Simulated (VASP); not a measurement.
HgSe, 2 atoms in the cell. It takes space group F-43m (No. 216, cubic). Conventional cell: a = 6.260 Å, b = 6.260 Å, c = 6.260 Å, α = 90.00°, β = 90.00°, γ = 90.00°. Within 3.6 Å of Hg (site symmetry -43m) lie 4 Se at 2.71 Å. Se (site symmetry -43m) has 4 Hg at 2.71 Å within 3.6 Å. 

```yaml
Program: VASP 6.6.1
Task: single point
Functional: PBE
Potentials_or_basis: VASP PAW PBE potentials, release 64 (Hg, Se)
Cutoff: 500 eV
k_mesh: 12 × 12 × 12
Occupations: gaussian, width 0.1 eV
Spin: no spin polarisation
Dipole_correction: no
Further_INCAR_settings: ALGO = Normal; EDIFF = 1e-06; NBANDS = 16
```

Potentials or basis: VASP PAW PBE potentials, release 64 (Hg, Se).

Command:

```sh
$ cat potpaw_PBE.64/Hg/POTCAR potpaw_PBE.64/Se/POTCAR > POTCAR
$ mpirun -np 1 vasp_std > vasp.out
```

Hardware: 1 thread of AMD EPYC 7R13 Processor (Zen 3) (shared host).

Q: How long does it take, and how much memory?

A: Run time: 49 s on 1 thread of AMD EPYC 7R13 Processor (Zen 3), on a shared host, peak memory 0.19 GiB. Counts: scf iterations 13, k points 72.
